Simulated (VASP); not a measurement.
InH3:

```
In H
1.0
     2.91468    0.00000    0.00000
    -1.45734    2.52419    0.00000
     0.00000    0.00000    5.31384
In H
1 3
Direct
  0.00000 0.00000 0.00000
  0.50000 0.00000 0.50000
  0.00000 0.50000 0.50000
  0.50000 0.50000 0.50000
```

The cell was built from a structure type or drawn by symmetry, and may not be a known phase.

| Quantity | Value |
| --- | --- |
| Program | VASP 6.6.1 |
| Task | relaxation of cell and atoms |
| Functional | PBE |
| Potentials or basis | VASP PAW PBE potentials, release 64 (In_d, H) |
| Cutoff | 600 eV |
| k mesh | 18 × 18 × 10 |
| Occupations | gaussian, width 0.1 eV |
| Spin | no spin polarisation |

At the start: pressure 1.8 GPa; volume 9.77 Å³/atom.

Q: How do energy, volume and symmetry change on relaxing?

A: Over 11 steps the energy falls by 4.3 meV/atom and the volume is 9.63 Å³/atom (-1.5 %); space group P6/mmm (No. 191, to 0.1 Å) before and after.

The path:
```tsv
step	energy change (eV)	largest force (eV/Å)	pressure (GPa)	volume (Å³)
1	0.0000	0.0000	1.81	39.09
2	-0.0073	0.0000	0.71	39.72
3	-0.0093	0.0000	-0.29	40.34
4	-0.0093	0.0000	-0.17	40.27
5	-0.0096	0.0000	-0.18	40.21
6	-0.0104	0.0000	-0.18	40.04
7	-0.0119	0.0000	-0.16	39.69
8	-0.0158	0.0000	-0.06	38.98
9	-0.0072	0.0000	0.19	37.52
10	-0.0171	0.0000	-0.05	38.65
11	-0.0172	0.0000	-0.05	38.50
```

Final structure:
```
CELL_PARAMETERS angstrom
2.98281 0.00000 0.00000
-1.49141 2.58319 0.00000
0.00000 0.00000 4.99703
ATOMIC_POSITIONS crystal
In 0.00000 0.00000 0.00000
H 0.50000 0.00000 0.50000
H 0.00000 0.50000 0.50000
H 0.50000 0.50000 0.50000
```
